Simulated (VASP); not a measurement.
Be: single point with PBE

The system is Be.

```
Be
1.0
     2.06821    0.00000    0.00000
    -1.03411    1.79113    0.00000
     0.00000    0.00000    2.24835
Be
1
Direct
  0.00000 0.00000 0.00000
```

This cell differs from its parent crystal: volume scaled by 0.85.

```
Program                : VASP 6.6.1
Task                   : single point
Functional             : PBE
Potentials or basis    : VASP PAW PBE potentials, release 64 (Be)
Cutoff                 : 520 eV
k mesh                 : 20 × 20 × 18
Occupations            : fermi-dirac, width 0.05 eV
Spin                   : no spin polarisation
Dipole correction      : no
Further INCAR settings : ALGO = Normal; EDIFF = 1e-06; NBANDS = 7
```

| Item | Value |
| --- | --- |
| Pressure | 14.9 GPa |
| Band gap on the k mesh | zero (band 1 reaches 9.44 eV, above the bottom of band 2 at 2.83 eV) |

Stress tensor (GPa, compression positive):
```
14.99  0.00  0.00
 0.00 14.99  0.00
 0.00  0.00 14.72
```

Levels at points of the mesh, in eV from the Fermi level:
```csv
k point,band 1,band 2,band 3,band 4,band 5
"(0.00, 0.00, 0.00)",-10.52,10.76,18.04,21.83,21.83
"(0.50, 0.00, 0.00)",-3.91,1.86,14.76,18.02,22.29
"(0.00, 0.00, 0.50)",-5.87,-3.26,24.06,24.06,34.14
"(0.50, 0.00, 0.50)",0.30,3.50,8.22,10.11,17.72
```

Run time: 6.7 s on 1 thread of Intel(R) Xeon(R) Platinum 8488C (Sapphire Rapids), on a shared host, peak memory 0.12 GiB.
